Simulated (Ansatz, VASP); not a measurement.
Tl in VASP and in Ansatz

Contents of INCAR:

```
SYSTEM = Tl
ALGO = Normal ; EDIFF = 1E-6
ENCUT = 520 ; GGA = PE
ISIF = 2 ; ISMEAR = -1
LASPH = .TRUE. ; LCHARG = .FALSE.
LREAL = .FALSE. ; LWAVE = .FALSE.
NBANDS = 12 ; NELM = 100
PREC = Accurate ; SIGMA = 0.1
```

The input KPOINTS:

```
k-points
0
G
  12 12 12
  0 0 0
```

POSCAR

```
Tl
1.0
    0.0000000000      2.5965035700      2.5965035700
    2.5965035700      0.0000000000      2.5965035700
    2.5965035700      2.5965035700      0.0000000000
Tl
1
Direct
    0.0000000000      0.0000000000      0.0000000000
```

Input for Ansatz:

```yaml
crystal:
  lattice:
    - [0.0, 2.59650357, 2.59650357]
    - [2.59650357, 0.0, 2.59650357]
    - [2.59650357, 2.59650357, 0.0]
  atoms:
    - { symbol: Tl, position: [0.0, 0.0, 0.0] }
hamiltonian:
  xc: pbe
  pseudopotentials:
    kind: paw
    azcp:
      Tl: "pseudopotentials/Tl.paw.azcp"
basis:
  ecutwfc: 420
  fft_grid_basis: typed
kpoints:
  mp_grid: { grid: [12, 12, 12], shift: [0, 0, 0] }
magnetization:
  spin_polarized: false
scf:
  occupations: { method: fermi_dirac, width: 0.1 }
  lower_state_search: "off"
output:
  stress: true
  write_density: true
  write_potential: true
  elf: true
  volumetric_format: npy
```

Alike in both runs: task single point; functional PBE; k mesh 12 × 12 × 12; occupations fermi-dirac, width 0.1 eV; no spin polarisation.

|  | VASP | Ansatz |
| --- | --- | --- |
| version | VASP 6.6.1 | Ansatz 0.2.0 |
| potentials or method | VASP PAW PBE potentials, release 64 (Tl_d), cutoff 520 eV | plane waves (420 eV) with PAW, scalar-relativistic |
| valence electrons in the cell | 13 | 13 |

```tsv
	VASP	Ansatz	Ansatz less VASP
pressure (GPa)	-2.3	-2.2	+0.05
```

Neither program's run includes spin-orbit coupling.
